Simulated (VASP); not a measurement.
Pt:

```
CELL_PARAMETERS angstrom
0.00000 3.92180 3.92180
3.92180 0.00000 3.92180
3.92180 3.92180 0.00000
ATOMIC_POSITIONS crystal
Pt 0.00000 0.00000 0.00000
Pt 0.00000 0.00000 0.50000
Pt 0.00000 0.50000 0.00000
Pt 0.00000 0.50000 0.50000
Pt 0.50000 0.00000 0.00000
Pt 0.50000 0.00000 0.50000
Pt 0.50000 0.50000 0.00000
Pt 0.50000 0.50000 0.50000
```

Base run:

```yaml
Program: VASP 6.6.1
Functional: LDA
Potentials_or_basis: VASP PAW LDA potentials, release 64 (Pt)
Cutoff: 520 eV
k_mesh: 7 × 7 × 7
Occupations: fermi-dirac, width 0.05 eV
Spin: no spin polarisation
```

Its results: band gap on the k mesh zero (bands 40 and 41 overlap by 0.86 eV); pressure -5.6 GPa.

Question: The run is repeated on the same cell with these changes: functional from LDA to r2SCAN; potentials or basis from VASP PAW LDA potentials, release 64 (Pt) to VASP PAW PBE potentials, release 64 (Pt). What comes out?

Answer: Band gap on the k mesh zero (bands 40 and 41 overlap by 0.88 eV); pressure 4.6 GPa.

Caveats: spin-orbit coupling is left out, which moves the levels of the heavy elements; the cell stands under tension (at least some runs); the cell stands under pressure (at least some runs); the PAW data sets were made with another functional, which shifts forces and pressure a little (at least some runs).
